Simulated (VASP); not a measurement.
# Ce (Fm-3m) in VASP: single point with PBEsol

Aim: the single point of Ce with PBEsol.

All numbers are computed with VASP 6.6.1; they aren't measurements. Logs are shortened: lines on timing, memory, paths and dates and some standing lists are left out, and cuts for length are marked.

## (1) The cell of the first run

The structure is cubic, space group Fm-3m (No. 225). Conventional cell: a = 4.584 Å, b = 4.584 Å, c = 4.584 Å, α = 90.00°, β = 90.00°, γ = 90.00°. Ce (site symmetry m-3m) has 12 Ce at 3.24 Å within 4.3 Å.

## (2) Single point, PBEsol, collinear spin, ferromagnetic start

The input, INCAR:

```
SYSTEM = Ce
PREC = Accurate ; ENCUT = 520
EDIFF = 1E-7 ; ISMEAR = -1
SIGMA = 0.05 ; LREAL = .FALSE.
LASPH = .TRUE. ; NELM = 150
ALGO = Normal ; ISIF = 2
LWAVE = .FALSE. ; LCHARG = .FALSE.
ISPIN = 2 ; MAGMOM = 1
LORBIT = 11 ; LMAXMIX = 6
GGA = PS ; NBANDS = 16
```

The input, KPOINTS:

```
Automatic mesh
0
G
  16 16 16
  0 0 0
```

The input, POSCAR:

```
Ce
1.0
    0.0000000000      2.2920436480      2.2920436480
    2.2920436480      0.0000000000      2.2920436480
    2.2920436480      2.2920436480      0.0000000000
Ce
1
Direct
    0.0000000000      0.0000000000      0.0000000000
```

Potentials or basis: VASP PAW PBE potentials, release 64 (Ce).

On the command line:

```
cat potpaw_PBE.64/Ce/POTCAR > POTCAR
mpirun -np 1 vasp_std > vasp.out
```

OUTCAR:

```text
SYSTEM = Ce
   PREC = Accurate
   ENCUT = 520
   EDIFF = 1E-7
   ISMEAR = -1
   LREAL = .FALSE.
   LASPH = .TRUE.
   NELM = 150
   ISIF = 2
   ISPIN = 2
   LORBIT = 11
   GGA = PS

 ion  position               nearest neighbor table
   1  0.000  0.000  0.000-

  LATTYP: Found a face centered cubic cell.
 ALAT       =     4.5840872960

  Lattice vectors:

 A1 = (   0.0000000000,   2.2920436480,   2.2920436480)
 A2 = (   2.2920436480,   0.0000000000,   2.2920436480)
 A3 = (   2.2920436480,   2.2920436480,   0.0000000000)

Analysis of symmetry for initial positions (statically):
=====================================================================
 Subroutine PRICEL returns:
 Original cell was already a primitive cell.

 Routine SETGRP: Setting up the symmetry group for a
 face centered cubic supercell.

 Subroutine GETGRP returns: Found 48 space group operations
 (whereof 48 operations were pure point group operations)
 out of a pool of 48 trial point group operations.

The static configuration has the point symmetry O_h .

Analysis of symmetry for dynamics (positions and initial velocities):
=====================================================================
 Subroutine PRICEL returns:
 Original cell was already a primitive cell.

 Routine SETGRP: Setting up the symmetry group for a
 face centered cubic supercell.

 Subroutine GETGRP returns: Found 48 space group operations
 (whereof 48 operations were pure point group operations)
 out of a pool of 48 trial point group operations.

The dynamic configuration has the point symmetry O_h .

Analysis of structural, dynamic, and magnetic symmetry:
=====================================================================
 Subroutine PRICEL returns:
 Original cell was already a primitive cell.

 Routine SETGRP: Setting up the symmetry group for a
 face centered cubic supercell.

 Subroutine GETGRP returns: Found 48 space group operations
 (whereof 48 operations were pure point group operations)
 out of a pool of 48 trial point group operations.

The overall configuration has the point symmetry O_h .

 Subroutine INISYM returns: Found 48 space group operations
 (whereof 48 operations are pure point group operations),
 and found     1 'primitive' translations

----------------------------------------------------------------------------------------

                                     Primitive cell

  volume of cell :      24.0823

  direct lattice vectors                    reciprocal lattice vectors
     0.000000000  2.292043648  2.292043648    -0.218145933  0.218145933  0.218145933
     2.292043648  0.000000000  2.292043648     0.218145933 -0.218145933  0.218145933
     2.292043648  2.292043648  0.000000000     0.218145933  0.218145933 -0.218145933

  length of vectors
     3.241439213  3.241439213  3.241439213     0.377839839  0.377839839  0.377839839

  position of ions in fractional coordinates (direct lattice)
     0.000000000  0.000000000  0.000000000

  ion indices of the primitive-cell ions
   primitive index   ion index
                 1           1

----------------------------------------------------------------------------------------

 KPOINTS: Automatic mesh

Automatic generation of k-mesh.
 Grid dimensions read from file:
 generate k-points for:   16   16   16

 Generating k-lattice:

  Cartesian coordinates                     Fractional coordinates (reciprocal lattice)
    -0.013634121  0.013634121  0.013634121     0.062500000  0.000000000  0.000000000
     0.013634121 -0.013634121  0.013634121     0.000000000  0.062500000  0.000000000
     0.013634121  0.013634121 -0.013634121     0.000000000  0.000000000  0.062500000

  Length of vectors
     0.023614990  0.023614990  0.023614990

  Shift w.r.t. Gamma in fractional coordinates (k-lattice)
     0.000000000  0.000000000  0.000000000

 Subroutine IBZKPT returns following result:
 ===========================================

 Found    145 irreducible k-points:

 Following reciprocal coordinates:
            Coordinates               Weight
  0.000000  0.000000  0.000000      1.000000
  0.062500  0.000000  0.000000      8.000000
  0.125000  0.000000  0.000000      8.000000
  0.187500  0.000000  0.000000      8.000000
  0.250000  0.000000  0.000000      8.000000
  0.312500  0.000000  0.000000      8.000000
[... 16 lines left out ...]
 -0.125000  0.062500  0.000000     24.000000
 -0.062500  0.062500  0.000000     12.000000
 [... further k-points ...]
   k-points           NKPTS =    145   k-points in BZ     NKDIM =    145   number of bands    NBANDS=     16
   number of dos      NEDOS =    301   number of ions     NIONS =      1
   total plane-waves  NPLWV =  13824
   dimension x,y,z NGX =    24 NGY =   24 NGZ =   24
   dimension x,y,z NGXF=    48 NGYF=   48 NGZF=   48
   ions per type =               1
   NGX,Y,Z   is equivalent  to a cutoff of  12.31, 12.31, 12.31 a.u.
   NGXF,Y,Z  is equivalent  to a cutoff of  24.62, 24.62, 24.62 a.u.
 SYSTEM =  Ce
   PREC   = accura    normal or accurate (medium, high low for compatibility)
   ISTART =      0    job   : 0-new  1-cont  2-samecut
   ICHARG =      2    charge: 1-file 2-atom 10-const
   ISPIN  =      2    spin polarized calculation?
   LNONCOLLINEAR =      F non collinear calculations
   LSORBIT =      F    spin-orbit coupling
   LASPH  =      T    aspherical Exc in radial PAW
   ENCUT  =  520.0 eV  38.22 Ry    6.18 a.u.   6.03  6.03  6.03*2*pi/ulx,y,z
   NELM   =    150;   NELMIN=  2; NELMDL= -5     # of ELM steps
   EDIFF  = 0.1E-06   stopping-criterion for ELM
   LREAL  =      F    real-space projection
   EDIFFG = 0.1E-05   stopping-criterion for IOM
   NSW    =      0    number of steps for IOM
   IBRION =     -1    ionic relax: 0-MD 1-quasi-New 2-CG
   NFREE  =      0    steps in history (QN), initial steepest desc. (CG)
   ISIF   =      2    stress and relaxation
   ISYM   =      2    0-nonsym 1-usesym 2-fastsym
   POTIM  = 0.5000    time-step for ionic-motion
   TEBEG  =    0.0;   TEEND  =   0.0 temperature during run
   PSTRESS=    0.0 pullay stress
   NELECT =      12.0000    total number of electrons
   NUPDOWN=      -1.0000    fix difference up-down
   EMIN   =  10.00;   EMAX   =-10.00  energy-range for DOS
   EFERMI =   0.00;   METHOD = LEGACY
   ISMEAR =    -1;   SIGMA  =   0.05  broadening in eV -4-tet -1-fermi 0-gaus
   EFERMI_NEDOS =   21; number of points for ismear=-14 and -15
   IALGO  =     38    algorithm
   IMIX   =      4    mixing-type and parameters
     AMIX     =   0.40;   BMIX     =  1.00
     AMIX_MAG =   1.60;   BMIX_MAG =  1.00
  volume/ion in A,a.u.               =      24.08       162.52
  Fermi-wavevector in a.u.,A,eV,Ry     =   1.297883  2.452644 22.919034  1.684501
  Thomas-Fermi vector in A             =   2.429247
   LORBIT       =     11    0 simple, 1 ext, 2 COOP (PROOUT), +10 PAW based schemes
   GGA     = PS    functional components
   LHFCALC =     F    Hartree Fock is set to
   AEXX    =    0.0000 exact exchange contribution
   IVDW    =     0    specifies the selected vdW correction
   LEPSILON=     F    determine dielectric tensor
   LRPA    =     F    only Hartree local field effects (RPA)
 spin polarized calculation
  energy-cutoff  :      520.00
  volume of cell :       24.08
 maximum number of plane-waves:       660
   NGX = 13   NGY = 13   NGZ = 13

 number of electron      12.0000000 magnetization      -0.0000675

 number of electron      12.0000000 magnetization       0.0000178

 Free energy of the ion-electron system (eV)
  ---------------------------------------------------
  ext. energy  EPLUGINS =         0.00000000
  ---------------------------------------------------
  free energy    TOTEN  =        -6.60759970 eV

  energy without entropy =       -6.58877883  energy(sigma->0) =       -6.59818926

 E-fermi :  10.4038     XC(G=0): -11.8971

 val. band max:       10.4005891336   @ k =  -0.3125   0.2500   0.0000
 cond. band min:      10.4086202337   @ k =   0.4375   0.2500   0.1250
 fundamental gap:      0.0080311001
 Fermi energy:        10.4038437691

 spin component 1

 k-point     1 :       0.0000    0.0000    0.0000
  band No.  band energies     occupation
      1     -24.5285      1.00000
      2      -5.1877      1.00000
      3      -5.1877      1.00000
      4      -5.1877      1.00000
      5       7.7480      1.00000
      6      10.0903      0.99811
[... 8 lines left out ...]
     15      12.0571      0.00000
     16      15.8845      0.00000

 k-point     2 :       0.0625    0.0000    0.0000
  band No.  band energies     occupation
      1     -24.5030      1.00000
      2      -5.3601      1.00000
      3      -5.2063      1.00000
      4      -5.2063      1.00000
      5       7.9527      1.00000
      6      10.0227      0.99951
[... 8 lines left out ...]
     15      12.3002      0.00000
     16      15.8005      0.00000
[... 387 lines left out ...]
      5       8.7842      1.00000
      6       9.8337      0.99999
[... 8 lines left out ...]
     15      12.9352      0.00000
     16      15.1345      0.00000

 k-point    24 :      -0.0625    0.0625    0.0000
  band No.  band energies     occupation
      1     -24.4619      1.00000
      2      -5.5929      1.00000
      3      -5.3038      1.00000
      4      -5.2067      1.00000
      5       8.2663      1.00000
      6       9.9244      0.99993
[... 8 lines left out ...]
     15      12.6119      0.00000
     16      15.4587      0.00000

 [... further k-points ...]

 spin component 2

 k-point     1 :       0.0000    0.0000    0.0000
  band No.  band energies     occupation
      1     -24.5285      1.00000
      2      -5.1877      1.00000
      3      -5.1877      1.00000
      4      -5.1877      1.00000
      5       7.7480      1.00000
      6      10.0903      0.99811
[... 8 lines left out ...]
     15      12.0571      0.00000
     16      15.8845      0.00000

 k-point     2 :       0.0625    0.0000    0.0000
  band No.  band energies     occupation
      1     -24.5030      1.00000
      2      -5.3601      1.00000
      3      -5.2063      1.00000
      4      -5.2063      1.00000
      5       7.9527      1.00000
      6      10.0227      0.99951
[... 8 lines left out ...]
     15      12.3002      0.00000
     16      15.8005      0.00000
[... 387 lines left out ...]
      5       8.7842      1.00000
      6       9.8337      0.99999
[... 8 lines left out ...]
     15      12.9352      0.00000
     16      15.1344      0.00000

 k-point    24 :      -0.0625    0.0625    0.0000
  band No.  band energies     occupation
      1     -24.4619      1.00000
      2      -5.5929      1.00000
      3      -5.3037      1.00000
      4      -5.2067      1.00000
      5       8.2663      1.00000
      6       9.9244      0.99993
[... 8 lines left out ...]
     15      12.6119      0.00000
     16      15.4587      0.00000

 [... further k-points ...]
[... 5 lines left out ...]
  --------------------------------------------------------------------------------------
  -------------------------------------------------------------------------------------
  Total       -0.0385174     -0.0385174     -0.0385174      0.0000000      0.0000000      0.0000000
  in kB       -2.5625301     -2.5625301     -2.5625301      0.0000000      0.0000000      0.0000000
  external PRESSURE =      -2.5625301 kB  Pullay stress =       0.0000000 kB

 VOLUME and BASIS-vectors are now :
 -----------------------------------------------------------------------------
  energy-cutoff  :      520.00
  volume of cell :       24.08
      direct lattice vectors                 reciprocal lattice vectors
     0.000000000  2.292043648  2.292043648    -0.218145933  0.218145933  0.218145933
     2.292043648  0.000000000  2.292043648     0.218145933 -0.218145933  0.218145933
     2.292043648  2.292043648  0.000000000     0.218145933  0.218145933 -0.218145933

 POSITION                                       TOTAL-FORCE (eV/Angst)
 -----------------------------------------------------------------------------------
      0.00000      0.00000      0.00000        -0.000000     -0.000000     -0.000000
 -----------------------------------------------------------------------------------
    total drift:                                0.000000     -0.000000      0.000000

  FREE ENERGIE OF THE ION-ELECTRON SYSTEM (eV)
  ---------------------------------------------------
  free  energy   TOTEN  =        -6.6075996961 eV

  energy  without entropy=       -6.5887788334  energy(sigma->0) =       -6.59818926

 total charge

# of ion       s       p       d       f       tot
--------------------------------------------------
    1        2.079   5.532   1.367   1.057  10.035

 magnetization (x)

# of ion       s       p       d       f       tot
--------------------------------------------------
    1        0.000   0.000   0.000  -0.000  -0.000
```

Wall time 2.3 min (1 thread of Intel Xeon Platinum 8375C at 2.90GHz (Ice Lake), shared host); peak memory 0.23 GiB.

Results:

- Free energy: -6.6076 eV
- Pressure: -0.3 GPa
- Band gap on the k mesh: zero (filled and empty bands overlap)
- Net moment: 0.00 μB per cell
- Valence electrons inside the program's atomic spheres: Ce 10.04

Caveat: the magnetic or orbital state may not be the lowest; the PAW data sets were made with another functional, which shifts forces and pressure a little; spin-orbit coupling is left out, which moves the levels of the heavy elements.
